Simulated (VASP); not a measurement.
Ga: single point with PBE

The system is Ga.

```
CELL_PARAMETERS angstrom
2.77842 0.00000 0.00000
0.00000 3.28161 0.00000
-1.34343 0.00000 3.99027
ATOMIC_POSITIONS crystal
Ga 0.13460 0.75000 0.77017
Ga 0.86540 0.25000 0.22983
```

* Program: VASP 6.6.1
* Task: single point
* Functional: PBE
* Potentials or basis: VASP PAW PBE potentials, release 64 (Ga_d)
* Cutoff: 520 eV
* k mesh: 8 × 7 × 6
* Occupations: methfessel-paxton, width 0.05 eV
* Spin: non-collinear spin, zero start, spin-orbit coupling
* Starting moments: [[0.0, 0.0, 0.0], [0.0, 0.0, 0.0]] μB
* Dipole correction: no
* Further INCAR settings: ALGO = Normal; EDIFF = 1e-06; NBANDS = 38

The pressure is 3.3 GPa and the largest force is 0.129 eV/Å. The net moment is 0.00 μB per cell and the valence electrons inside the program's atomic spheres are Ga 11.59.

Forces in eV/Å, atoms in the order of the input:
```
Ga   0.016  0.000 -0.128
Ga  -0.016  0.000  0.128
```

Stress tensor (GPa, compression positive):
```
1.79 0.00 0.55
0.00 3.69 0.00
0.55 0.00 4.33
```

Moments on the atoms (μB; x, y, z):
```
Ga  0.00 0.00 0.00
Ga  0.00 0.00 0.00
```

It took 93 s on 1 thread of Intel(R) Xeon(R) 6975P-C (Granite Rapids), with other jobs on the host, peak memory 0.34 GiB.

Caveat: the cell stands under pressure.
